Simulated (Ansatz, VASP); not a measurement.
# ZrB2 in VASP and in Ansatz

INCAR

```
SYSTEM = ZrB2
PREC     = Accurate       ! precision mode
ENCUT    = 520            ! plane-wave cutoff, eV
EDIFF    = 1E-7           ! SCF threshold, eV
ISMEAR   = -1             ! smearing method
SIGMA    = 0.05           ! smearing width, eV
LREAL    = .FALSE.        ! projectors in reciprocal space
LASPH    = .TRUE.         ! aspherical terms in the spheres
NELM     = 80             ! most SCF steps
ALGO     = Normal         ! electronic algorithm
ISIF     = 2              ! what is computed and relaxed
LWAVE    = .FALSE.        ! write WAVECAR
LCHARG   = .FALSE.        ! write CHGCAR
GGA      = PE             ! functional
NBANDS   = 16             ! bands
```

File KPOINTS:

```
Automatic mesh
0
G
  12 12 9
  0 0 0
```

POSCAR

```
ZrB2
1.0
    3.1649998255      0.0000000000      0.0000000000
   -1.5824999128      2.7409702519      0.0000000000
    0.0000000000      0.0000000000      3.4496000000
Zr B
1 2
Direct
    0.0000000000      0.0000000000      0.0000000000
    0.3333333333      0.6666666667      0.5000000000
    0.6666666667      0.3333333333      0.5000000000
```

Input for Ansatz:

```yaml
crystal:
  lattice:
    - [3.1649998255, 0.0, 0.0]
    - [-1.5824999128, 2.7409702519, 0.0]
    - [0.0, 0.0, 3.4496]
  atoms:
    - { symbol: Zr, position: [0.0, 0.0, 0.0] }
    - { symbol: B, position: [0.3333333333, 0.6666666667, 0.5] }
    - { symbol: B, position: [0.6666666667, 0.3333333333, 0.5] }
kpoints:
  mp_grid: { grid: [12, 12, 9] }
  band_path:
    path:
      - [0.0, 0.0, 0.0]
      - [0.5, 0.0, 0.0]
      - [0.3333333333, 0.3333333333, 0.0]
      - [0.0, 0.0, 0.0]
      - [0.0, 0.0, 0.5]
      - [0.5, 0.0, 0.5]
      - [0.3333333333, 0.3333333333, 0.5]
      - [0.0, 0.0, 0.5]
      - [0.5, 0.0, 0.5]
    npoints: 5
scf:
  occupations: { method: fermi_dirac, width: 0.05 }
hamiltonian:
  xc: pbe
  pseudopotentials: { kind: all_electron, lapw: { basis_error: 0.001 } }
output:
  forces: true
  stress: true
  eigenvalues: true
```

Change from the starting cell: zz strain of -2 %.

Alike in both runs: task single point; functional PBE; k mesh 12 × 12 × 9; occupations fermi-dirac, width 0.05 eV; no spin polarisation.

|  | VASP | Ansatz |
| --- | --- | --- |
| version | VASP 6.6.1 | Ansatz 0.2.0 |
| potentials or method | VASP PAW PBE potentials, release 64 (Zr_sv, B), cutoff 520 eV | all-electron LAPW, scalar-relativistic |

```csv
,VASP,Ansatz,Ansatz less VASP
pressure (GPa),7.6,7.4,-0.13
"traceless stress, the component that is largest in VASP (GPa)",5.63,5.63,-0.003
```

Ansatz ran all-electron here, and VASP with PAW potentials.
